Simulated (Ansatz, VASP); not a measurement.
## One calculation of Mo, two programs

```
CELL_PARAMETERS angstrom
-1.56588 1.56588 1.56588
1.56588 -1.56588 1.56588
1.56588 1.56588 -1.56588
ATOMIC_POSITIONS crystal
Mo 0.00000 0.00000 0.00000
```

Alike in both runs: functional PBEsol; k mesh 8 × 8 × 8; occupations gaussian, width 0.1 eV; no spin polarisation.

Ansatz relaxed the structure, and its values are those at the end. VASP's run is a single point on that final structure, the one shown.

```csv
,VASP,Ansatz
version,VASP 6.6.1,Ansatz 0.2.0
potentials or method,"VASP PAW PBE potentials, release 64 (Mo_sv), cutoff 520 eV","scalar-relativistic, plane waves, PAW"
valence electrons in the cell,14,14
```

VASP gave:

- gap on the k mesh at the Fermi level (eV): none
- pressure (GPa): 0.5

Question: Which values does Ansatz return?

Answer: gap on the k mesh at the Fermi level (eV): none; pressure (GPa): 0.0.

VASP's potentials were made for PBE, not for PBEsol. A gap of «none» marks a metal or a gap that the smearing closes. With one functional, cell and mesh, what is left measures potentials, basis and numerics.
